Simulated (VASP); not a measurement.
Set up this calculation in VASP 6.6.1, as the native input.

* Task: single point
* Functional: PBE
* Potentials or basis: VASP PAW PBE potentials, release 64 (Zr_sv, Al, N)
* Cutoff: 520 eV
* k mesh: 12 × 12 × 4
* Occupations: gaussian, width 0.1 eV
* Spin: no spin polarisation
* Dipole correction: no
* Further INCAR settings: ALGO = Normal; EDIFF = 1e-06; NBANDS = 58

The structure of Zr5AlN6 lies in POSCAR:

```
Zr5AlN6
1.0
    3.1457294693      0.0000000000      0.0000000000
   -1.5728647347      2.7242816339      0.0000000000
    0.0000000000      0.0000000000     16.3725745073
Zr Al N
5 1 6
Direct
    0.3333333333      0.6666666667      0.0000000000
    0.3333333333      0.6666666667      0.3365998874
    0.3333333333      0.6666666667      0.6634001126
    0.6666666667      0.3333333333      0.1698374933
    0.6666666667      0.3333333333      0.8301625067
    0.6666666667      0.3333333333      0.5000000000
    0.0000000000      0.0000000000      0.9152383756
    0.0000000000      0.0000000000      0.2531541373
    0.0000000000      0.0000000000      0.5760883897
    0.0000000000      0.0000000000      0.0847616244
    0.0000000000      0.0000000000      0.4239116103
    0.0000000000      0.0000000000      0.7468458627
```

These files were run (other wordings do the same):

INCAR

```
SYSTEM = Zr5AlN6
PREC     = Accurate       ! precision mode
ENCUT    = 520            ! plane-wave cutoff, eV
EDIFF    = 1E-6           ! SCF threshold, eV
ISMEAR   = 0              ! smearing method
SIGMA    = 0.1            ! smearing width, eV
LREAL    = .FALSE.        ! projectors in reciprocal space
LASPH    = .TRUE.         ! aspherical terms in the spheres
NELM     = 80             ! most SCF steps
ALGO     = Normal         ! electronic algorithm
ISIF     = 2              ! what is computed and relaxed
LWAVE    = .FALSE.        ! write WAVECAR
LCHARG   = .TRUE.         ! write CHGCAR
GGA      = PE             ! functional
LELF     = .TRUE.         ! ELF
LVHAR    = .TRUE.       
NBANDS   = 58             ! bands
```

KPOINTS

```
Automatic mesh
0
G
  12 12 4
  0 0 0
```

Potentials or basis: VASP PAW PBE potentials, release 64 (Zr_sv, Al, N).

Launch:

```console
$ cat potpaw_PBE.64/Zr_sv/POTCAR potpaw_PBE.64/Al/POTCAR potpaw_PBE.64/N/POTCAR > POTCAR
$ mpirun -np 1 vasp_std > vasp.out
```

Results of the run:

```yaml
Pressure: 0.2 GPa
Largest_force: 0.017 eV/Å
Band_gap_on_the_k_mesh: zero (an odd number of electrons rules out a gap without spin polarisation)
```

Run time: 8.9 min on 1 thread of Intel(R) Xeon(R) Platinum 8259CL CPU @ 2.50GHz (Skylake/Cascade Lake), on a shared host, peak memory 0.49 GiB.
